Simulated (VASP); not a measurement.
Here is a VASP 6.6.1 calculation.

File INCAR:

```
ALGO = Normal ; EDIFF = 1E-6
EDIFFG = -0.04 ; ENCUT = 600
GGA = PE ; IBRION = 2
ISIF = 3 ; ISMEAR = 0
LASPH = T ; LCHARG = F
LREAL = F ; LWAVE = F
NELM = 80 ; NSW = 90
PREC = Accurate ; SIGMA = 0.1
```

The input KPOINTS:

```
k-points
0
Gamma
  6 6 6
```

Contents of POSCAR:

```
C
1.0
    3.4284251973      0.0000000000      0.0000000000
    0.0000000000      3.4284251973      0.0000000000
    0.0000000000      0.0000000000      3.6923647672
C
4
Direct
    0.0000000000      0.3004501234      0.0000000000
    0.6995498766      0.0000000000      0.0000000000
    0.3004501234      0.0000000000      0.0000000000
    0.0000000000      0.6995498766      0.0000000000
```

Potentials or basis: VASP PAW PBE potentials, release 64 (C).

Launch:

```bash
$ cat potpaw_PBE.64/C/POTCAR > POTCAR
$ mpirun -np 1 vasp_std > vasp.out
```

(1) What does it give for the relaxed cell?

(2) Predict the band gap on the k mesh.

Results:

(1) a = 3.446 Å, b = 3.446 Å, c = 3.691 Å, α = 90.00°, β = 90.00°, γ = 90.00°.

(2) zero (bands 8 and 9 overlap by 4.91 eV).
